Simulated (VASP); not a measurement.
# Zr3N2 (R-3c) in VASP: notebook

The runs below take Zr3N2 through single point, with PBEsol.

Program: VASP 6.6.1. These are calculated values, not measurements. Logs are shortened: lines on timing, memory, paths and dates and some standing lists are left out, and cuts for length are marked.

## 1. The cell of the first run

It takes space group R-3c (No. 167, trigonal). The conventional cell has a = 5.599 Å, b = 5.599 Å, c = 15.578 Å, α = 90.00°, β = 90.00°, γ = 120.00°. Zr (site symmetry 2) has 4 N at 2.25 to 2.28 Å within 3.0 Å. Within 3.0 Å of N (site symmetry 3) lie 6 Zr at 2.25 to 2.28 Å and 1 N at 2.76 Å.

## 2. Single point, PBEsol

Input file INCAR:

```
SYSTEM = Zr3N2
PREC     = Accurate       ! precision mode
ENCUT    = 520            ! plane-wave cutoff, eV
EDIFF    = 1E-6           ! SCF threshold, eV
ISMEAR   = 0              ! smearing method
SIGMA    = 0.1            ! smearing width, eV
LREAL    = .False.        ! projectors in reciprocal space
LASPH    = .True.         ! aspherical terms in the spheres
NELM     = 100            ! most SCF steps
ALGO     = Normal         ! electronic algorithm
ISIF     = 2              ! what is computed and relaxed
LWAVE    = .False.        ! write WAVECAR
LCHARG   = .True.         ! write CHGCAR
GGA      = PS             ! functional
LELF     = .True.         ! ELF
LVHAR    = .True.       
NBANDS   = 57             ! bands
```

Input file KPOINTS:

```
regular mesh
0
Gamma
  9 9 9
  0 0 0
```

Input file POSCAR:

```
Zr3N2
1.0
    2.7996832964      1.6163979048      5.1927419153
   -2.7996832964      1.6163979048      5.1927419153
    0.0000000000     -3.2327958097      5.1927419153
Zr N
6 4
Direct
    0.4249861100      0.0750138900      0.7500000000
    0.0750138900      0.7500000000      0.4249861100
    0.7500000000      0.4249861100      0.0750138900
    0.2500000000      0.5750138900      0.9249861100
    0.9249861100      0.2500000000      0.5750138900
    0.5750138900      0.9249861100      0.2500000000
    0.3386545828      0.3386545828      0.3386545828
    0.1613454172      0.1613454172      0.1613454172
    0.8386545828      0.8386545828      0.8386545828
    0.6613454172      0.6613454172      0.6613454172
```

Potentials or basis: VASP PAW PBE potentials, release 64 (Zr_sv, N).

The run is started by

```sh
cat potpaw_PBE.64/Zr_sv/POTCAR potpaw_PBE.64/N/POTCAR > POTCAR
mpirun -np 1 vasp_std > vasp.out
```

OUTCAR:

```text
SYSTEM = Zr3N2
   PREC = Accurate
   ENCUT = 520
   EDIFF = 1E-6
   ISMEAR = 0
   LREAL = .False.
   LASPH = .True.
   NELM = 100
   ISIF = 2
   GGA = PS

 ion  position               nearest neighbor table
   1  0.425  0.075  0.750-   7 2.25   8 2.25   9 2.28  10 2.28   2 3.15   3 3.15   6 3.17   6 3.17
                             5 3.21   4 3.21   4 3.21   5 3.21   3 3.27   2 3.27   3 3.27   2 3.27
   2  0.075  0.750  0.425-   7 2.25   8 2.25  10 2.28   9 2.28   1 3.15   3 3.15   5 3.17   5 3.17
                             6 3.21   6 3.21   4 3.21   4 3.21   1 3.27   3 3.27   3 3.27   1 3.27
   3  0.750  0.425  0.075-   8 2.25   7 2.25   9 2.28  10 2.28   1 3.15   2 3.15   4 3.17   4 3.17
                             6 3.21   6 3.21   5 3.21   5 3.21   1 3.27   2 3.27   2 3.27   1 3.27
   4  0.250  0.575  0.925-   9 2.25  10 2.25   8 2.28   7 2.28   6 3.15   5 3.15   3 3.17   3 3.17
                             1 3.21   1 3.21   2 3.21   2 3.21   6 3.27   5 3.27   5 3.27   6 3.27
   5  0.925  0.250  0.575-  10 2.25   9 2.25   7 2.28   8 2.28   6 3.15   4 3.15   2 3.17   2 3.17
                             1 3.21   1 3.21   3 3.21   3 3.21   6 3.27   4 3.27   4 3.27   6 3.27
   6  0.575  0.925  0.250-   9 2.25  10 2.25   7 2.28   8 2.28   4 3.15   5 3.15   1 3.17   1 3.17
                             2 3.21   3 3.21   2 3.21   3 3.21   4 3.27   5 3.27   4 3.27   5 3.27
   7  0.339  0.339  0.339-   2 2.25   3 2.25   1 2.25   6 2.28   5 2.28   4 2.28
   8  0.161  0.161  0.161-   3 2.25   2 2.25   1 2.25   6 2.28   4 2.28   5 2.28
   9  0.839  0.839  0.839-   4 2.25   5 2.25   6 2.25   1 2.28   3 2.28   2 2.28
  10  0.661  0.661  0.661-   5 2.25   4 2.25   6 2.25   1 2.28   2 2.28   3 2.28

  LATTYP: Found a trigonal (rhomboedric) cell.
 ALAT       =     6.1168241225
 COS(alpha) =     0.5810175603

  Lattice vectors:

 A1 = (   2.7996832964,   1.6163979048,   5.1927419153)
 A2 = (  -2.7996832964,   1.6163979048,   5.1927419153)
 A3 = (   0.0000000000,  -3.2327958097,   5.1927419153)

Analysis of symmetry for initial positions (statically):
=====================================================================
 Subroutine PRICEL returns:
 Original cell was already a primitive cell.

 Routine SETGRP: Setting up the symmetry group for a
 trigonal (rhombohedral) supercell.

 Subroutine GETGRP returns: Found 12 space group operations
 (whereof  6 operations were pure point group operations)
 out of a pool of 12 trial point group operations.

The static configuration has the point symmetry S_6 .
 The point group associated with its full space group is D_3d.

Analysis of symmetry for dynamics (positions and initial velocities):
=====================================================================
 Subroutine PRICEL returns:
 Original cell was already a primitive cell.

 Routine SETGRP: Setting up the symmetry group for a
 trigonal (rhombohedral) supercell.

 Subroutine GETGRP returns: Found 12 space group operations
 (whereof  6 operations were pure point group operations)
 out of a pool of 12 trial point group operations.

The dynamic configuration has the point symmetry S_6 .
 The point group associated with its full space group is D_3d.

 Subroutine INISYM returns: Found 12 space group operations
 (whereof  6 operations are pure point group operations),
 and found     1 'primitive' translations

----------------------------------------------------------------------------------------

                                     Primitive cell

  volume of cell :     140.9955

  direct lattice vectors                    reciprocal lattice vectors
     2.799683296  1.616397905  5.192741915     0.178591629  0.103109925  0.064192163
    -2.799683296  1.616397905  5.192741915    -0.178591629  0.103109925  0.064192163
     0.000000000 -3.232795810  5.192741915     0.000000000 -0.206219850  0.064192163

  length of vectors
     6.116824123  6.116824123  6.116824123     0.215979768  0.215979768  0.215979768

  position of ions in fractional coordinates (direct lattice)
     0.424986110  0.075013890  0.750000000
     0.075013890  0.750000000  0.424986110
     0.750000000  0.424986110  0.075013890
     0.250000000  0.575013890  0.924986110
     0.924986110  0.250000000  0.575013890
     0.575013890  0.924986110  0.250000000
     0.338654583  0.338654583  0.338654583
     0.161345417  0.161345417  0.161345417
     0.838654583  0.838654583  0.838654583
     0.661345417  0.661345417  0.661345417

  ion indices of the primitive-cell ions
   primitive index   ion index
                 1           1
                 2           2
                 3           3
                 4           4
                 5           5
                 6           6
                 7           7
                 8           8
                 9           9
                10          10

----------------------------------------------------------------------------------------

 KPOINTS: regular mesh

Automatic generation of k-mesh.
 Grid dimensions read from file:
 generate k-points for:    9    9    9

 Generating k-lattice:

  Cartesian coordinates                     Fractional coordinates (reciprocal lattice)
     0.019843514  0.011456658  0.007132463     0.111111111  0.000000000  0.000000000
    -0.019843514  0.011456658  0.007132463     0.000000000  0.111111111  0.000000000
     0.000000000 -0.022913317  0.007132463     0.000000000  0.000000000  0.111111111

  Length of vectors
     0.023997752  0.023997752  0.023997752

  Shift w.r.t. Gamma in fractional coordinates (k-lattice)
     0.000000000  0.000000000  0.000000000

 Subroutine IBZKPT returns following result:
 ===========================================

 Found     85 irreducible k-points:

 Following reciprocal coordinates:
            Coordinates               Weight
  0.000000  0.000000  0.000000      1.000000
  0.111111  0.000000  0.000000      6.000000
  0.222222  0.000000  0.000000      6.000000
  0.333333  0.000000 -0.000000      6.000000
  0.444444  0.000000  0.000000      6.000000
  0.111111  0.111111  0.000000      6.000000
[... 16 lines left out ...]
 -0.333333  0.333333  0.000000      6.000000
  0.444444  0.444444  0.000000      6.000000
 [... further k-points ...]
   k-points           NKPTS =     85   k-points in BZ     NKDIM =     85   number of bands    NBANDS=     57
   number of dos      NEDOS =    301   number of ions     NIONS =     10
   total plane-waves  NPLWV = 110592
   dimension x,y,z NGX =    48 NGY =   48 NGZ =   48
   dimension x,y,z NGXF=    96 NGYF=   96 NGZF=   96
   ions per type =               6   4
   NGX,Y,Z   is equivalent  to a cutoff of  13.05, 13.05, 13.05 a.u.
   NGXF,Y,Z  is equivalent  to a cutoff of  26.09, 26.09, 26.09 a.u.
 SYSTEM =  Zr3N2
   PREC   = accura    normal or accurate (medium, high low for compatibility)
   ISTART =      0    job   : 0-new  1-cont  2-samecut
   ICHARG =      2    charge: 1-file 2-atom 10-const
   ISPIN  =      1    spin polarized calculation?
   LNONCOLLINEAR =      F non collinear calculations
   LSORBIT =      F    spin-orbit coupling
   LASPH  =      T    aspherical Exc in radial PAW
   ENCUT  =  520.0 eV  38.22 Ry    6.18 a.u.  11.37 11.37 11.37*2*pi/ulx,y,z
   NELM   =    100;   NELMIN=  2; NELMDL= -5     # of ELM steps
   EDIFF  = 0.1E-05   stopping-criterion for ELM
   LREAL  =      F    real-space projection
   EDIFFG = 0.1E-04   stopping-criterion for IOM
   NSW    =      0    number of steps for IOM
   IBRION =     -1    ionic relax: 0-MD 1-quasi-New 2-CG
   NFREE  =      0    steps in history (QN), initial steepest desc. (CG)
   ISIF   =      2    stress and relaxation
   ISYM   =      2    0-nonsym 1-usesym 2-fastsym
   POTIM  = 0.5000    time-step for ionic-motion
   TEBEG  =    0.0;   TEEND  =   0.0 temperature during run
   PSTRESS=    0.0 pullay stress
   NELECT =      92.0000    total number of electrons
   NUPDOWN=      -1.0000    fix difference up-down
   EMIN   =  10.00;   EMAX   =-10.00  energy-range for DOS
   EFERMI =   0.00;   METHOD = LEGACY
   ISMEAR =     0;   SIGMA  =   0.10  broadening in eV -4-tet -1-fermi 0-gaus
   EFERMI_NEDOS =   21; number of points for ismear=-14 and -15
   IALGO  =     38    algorithm
   IMIX   =      4    mixing-type and parameters
     AMIX     =   0.40;   BMIX     =  1.00
     AMIX_MAG =   1.60;   BMIX_MAG =  1.00
  volume/ion in A,a.u.               =      14.10        95.15
  Fermi-wavevector in a.u.,A,eV,Ry     =   1.419937  2.683292 27.432350  2.016221
  Thomas-Fermi vector in A             =   2.540905
   LORBIT       =      0    0 simple, 1 ext, 2 COOP (PROOUT), +10 PAW based schemes
   GGA     = PS    functional components
   LHFCALC =     F    Hartree Fock is set to
   AEXX    =    0.0000 exact exchange contribution
   IVDW    =     0    specifies the selected vdW correction
   LEPSILON=     F    determine dielectric tensor
   LRPA    =     F    only Hartree local field effects (RPA)
 non-spin polarized calculation
 Gauss-broadening in eV      SIGMA  =   0.10
  energy-cutoff  :      520.00
  volume of cell :      141.00
 maximum number of plane-waves:      3844
 NGX is ok and might be reduce to    48
   NGX = 23   NGY = 23   NGZ = 23

 number of electron      92.0000001 magnetization

 Free energy of the ion-electron system (eV)
  ---------------------------------------------------
  ext. energy  EPLUGINS =         0.00000000
  ---------------------------------------------------
  free energy    TOTEN  =      -104.76000320 eV

  energy without entropy =     -104.74007704  energy(sigma->0) =     -104.75004012

 E-fermi :  10.3613     XC(G=0): -12.2654

 val. band max:       10.3552588492   @ k =  -0.4444   0.2222   0.0000
 cond. band min:      10.3696113647   @ k =  -0.3333   0.1111   0.0000
 fundamental gap:      0.0143525155
 Fermi energy:        10.3613025990

 k-point     1 :       0.0000    0.0000    0.0000
  band No.  band energies     occupation
      1     -38.1176      2.00000
      2     -37.9538      2.00000
      3     -37.9312      2.00000
      4     -37.9312      2.00000
      5     -37.9199      2.00000
      6     -37.9199      2.00000
[... 1429 lines left out ...]
     56      14.4386      0.00000
     57      14.5495      0.00000

 [... further k-points ...]

------------------------ aborting loop because EDIFF is reached ----------------------------------------

  FORCE on cell =-STRESS in cart. coord.  units (eV):
  Direction    XX          YY          ZZ          XY          YZ          ZX
  --------------------------------------------------------------------------------------
  -------------------------------------------------------------------------------------
  Total        0.2726267      0.2726267      0.2655817      0.0000000     -0.0000000      0.0000000
  in kB        3.0979455      3.0979455      3.0178909      0.0000000     -0.0000000      0.0000000
  external PRESSURE =       3.0712606 kB  Pullay stress =       0.0000000 kB

 VOLUME and BASIS-vectors are now :
 -----------------------------------------------------------------------------
  energy-cutoff  :      520.00
  volume of cell :      141.00
      direct lattice vectors                 reciprocal lattice vectors
     2.799683296  1.616397905  5.192741915     0.178591629  0.103109925  0.064192163
    -2.799683296  1.616397905  5.192741915    -0.178591629  0.103109925  0.064192163
     0.000000000 -3.232795810  5.192741915     0.000000000 -0.206219850  0.064192163

 POSITION                                       TOTAL-FORCE (eV/Angst)
 -----------------------------------------------------------------------------------
      0.97981     -1.61640      6.49093        -0.007995     -0.000000     -0.000000
     -1.88975     -0.04034      6.49093         0.003997      0.006924     -0.000000
      0.90994      1.65674      6.49093         0.003997     -0.006924     -0.000000
     -0.90994     -1.65674      9.08730        -0.003997      0.006924     -0.000000
      1.88975      0.04034      9.08730        -0.003997     -0.006924     -0.000000
     -0.97981      1.61640      9.08730         0.007995     -0.000000     -0.000000
      0.00000     -0.00000      5.27564         0.000000      0.000000     -0.000650
      0.00000     -0.00000      2.51348         0.000000     -0.000000      0.000650
      0.00000     -0.00000     13.06475         0.000000      0.000000     -0.000650
      0.00000     -0.00000     10.30259         0.000000     -0.000000      0.000650
 -----------------------------------------------------------------------------------
    total drift:                               -0.000000      0.000000      0.000000

  FREE ENERGIE OF THE ION-ELECTRON SYSTEM (eV)
  ---------------------------------------------------
  free  energy   TOTEN  =      -104.7600031969 eV

  energy  without entropy=     -104.7400770444  energy(sigma->0) =     -104.75004012
```

Run time: 14 min. Hardware: 1 thread of Intel Xeon Platinum 8259CL at 2.50GHz (Skylake/Cascade Lake), shared host; peak memory 0.65 GiB.

Results:

| Quantity | Value |
| --- | --- |
| Free energy | -104.7600 eV |
| Pressure | 0.3 GPa |
| Largest force | 0.008 eV/Å |
| Band gap on the k mesh | zero (band 46 reaches 10.65 eV, above the bottom of band 47 at 10.04 eV) |

Forces in eV/Å, atoms in the order of the input:
```
Zr  -0.008  0.000  0.000
Zr   0.004  0.007  0.000
Zr   0.004 -0.007  0.000
Zr  -0.004  0.007  0.000
Zr  -0.004 -0.007  0.000
Zr   0.008  0.000  0.000
N    0.000  0.000 -0.001
N    0.000  0.000  0.001
N    0.000  0.000 -0.001
N    0.000  0.000  0.001
```

Levels at points of the mesh, in eV from the Fermi level:
```csv
k point,band 42,band 43,band 44,band 45,band 46,band 47,band 48,band 49,band 50,band 51
"(0.00, 0.00, 0.00)",-0.30,-0.30,0.02,0.14,0.14,0.58,0.83,0.83,0.88,1.30
```

Caveat: the PAW data sets were made with another functional, which shifts forces and pressure a little.

(Part 1 of 2 ends here.)
